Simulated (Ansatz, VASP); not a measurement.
Given: the input of a run of Ansatz 0.2.0 on HfSiO4.

The input input.yaml:

```yaml
crystal:
  lattice:
    - [-3.3507026377, 3.3507026377, 3.0400775913]
    - [3.3507026377, -3.3507026377, 3.0400775913]
    - [3.3507026377, 3.3507026377, -3.0400775913]
  atoms:
    - { symbol: Hf, position: [0.0, 0.0, 0.0] }
    - { symbol: Hf, position: [0.75, 0.25, 0.5] }
    - { symbol: Si, position: [0.5, 0.5, 0.0] }
    - { symbol: Si, position: [0.25, 0.75, 0.5] }
    - { symbol: O, position: [0.6802, 0.4957, 0.8155] }
    - { symbol: O, position: [0.2457, 0.9302, 0.3155] }
    - { symbol: O, position: [0.6802, 0.8647, 0.1845] }
    - { symbol: O, position: [0.6147, 0.9302, 0.6845] }
    - { symbol: O, position: [0.0698, 0.3853, 0.3155] }
    - { symbol: O, position: [0.5043, 0.3198, 0.1845] }
    - { symbol: O, position: [0.0698, 0.7543, 0.6845] }
    - { symbol: O, position: [0.1353, 0.3198, 0.8155] }
hamiltonian:
  xc: pbesol
  pseudopotentials: { kind: paw }
kpoints:
  mp_grid: { grid: [6, 6, 6] }
scf:
  occupations: { method: fermi_dirac, width: 0.05 }
output:
  forces: true
  stress: true
  eigenvalues: true
```

Potentials or basis: Ansatz PAW.

The run is started by

```sh
$ ansatz run input.yaml --threads 4 --pin off --max-ram 11264MiB --backend cpu --events-out ev --progress --plain --runs-dir out
```

**Question.** Set up the same calculation for VASP 6.6.1. Potentials there: VASP PAW PBE potentials, release 64 (Hf_pv, Si, O).

**Answer.** As run (the cutoff follows the program's own potentials):

Contents of INCAR:

```
ALGO     = Normal         # electronic algorithm
EDIFF    = 1E-6           # SCF threshold, eV
ENCUT    = 600            # plane-wave cutoff, eV
GGA      = PS             # functional
GGA_COMPAT= F            
ISIF     = 2              # what is computed and relaxed
ISMEAR   = -1             # smearing method
LASPH    = T              # aspherical terms in the spheres
LCHARG   = F              # write CHGCAR
LREAL    = F              # projectors in reciprocal space
LWAVE    = F              # write WAVECAR
NBANDS   = 50             # bands
NELM     = 120            # most SCF steps
PREC     = Accurate       # precision mode
SIGMA    = 0.05           # smearing width, eV
```

File KPOINTS:

```
k-points
0
Gamma
  6 6 6
```

POSCAR

```
HfSiO4
1.0
   -3.3507026377      3.3507026377      3.0400775913
    3.3507026377     -3.3507026377      3.0400775913
    3.3507026377      3.3507026377     -3.0400775913
Hf Si O
2 2 8
Direct
    0.0000000000      0.0000000000      0.0000000000
    0.7500000000      0.2500000000      0.5000000000
    0.5000000000      0.5000000000      0.0000000000
    0.2500000000      0.7500000000      0.5000000000
    0.6802000000      0.4957000000      0.8155000000
    0.2457000000      0.9302000000      0.3155000000
    0.6802000000      0.8647000000      0.1845000000
    0.6147000000      0.9302000000      0.6845000000
    0.0698000000      0.3853000000      0.3155000000
    0.5043000000      0.3198000000      0.1845000000
    0.0698000000      0.7543000000      0.6845000000
    0.1353000000      0.3198000000      0.8155000000
```

Potentials or basis: VASP PAW PBE potentials, release 64 (Hf_pv, Si, O).

Command:

```console
$ cat potpaw_PBE.64/Hf_pv/POTCAR potpaw_PBE.64/Si/POTCAR potpaw_PBE.64/O/POTCAR > POTCAR
$ mpirun -np 1 vasp_std > vasp.out
```

Both were run:

|  | VASP | Ansatz | Ansatz less VASP |
| --- | --- | --- | --- |
| gap on the k mesh at the Fermi level (eV) | 5.03 | 5.08 | +0.050 |
| least direct gap on the mesh (eV) | 5.36 | 5.41 | +0.046 |
| pressure (GPa) | -13.1 | -11.6 | +1.41 |
| traceless stress, the component that is largest in VASP (GPa) | -1.05 | -1.35 | -0.294 |
| rms of the force components (eV/Å) | 0.115 | 0.081 | -0.0344 |

VASP's potentials were made for PBE, not for PBEsol. Atom by atom the forces differ by 0.097 eV/Å (rms over components). VASP's potentials hold 76 valence electrons a cell and Ansatz's 108, so a difference there can come from the potentials and not from the codes.

Spin-orbit coupling is off throughout.
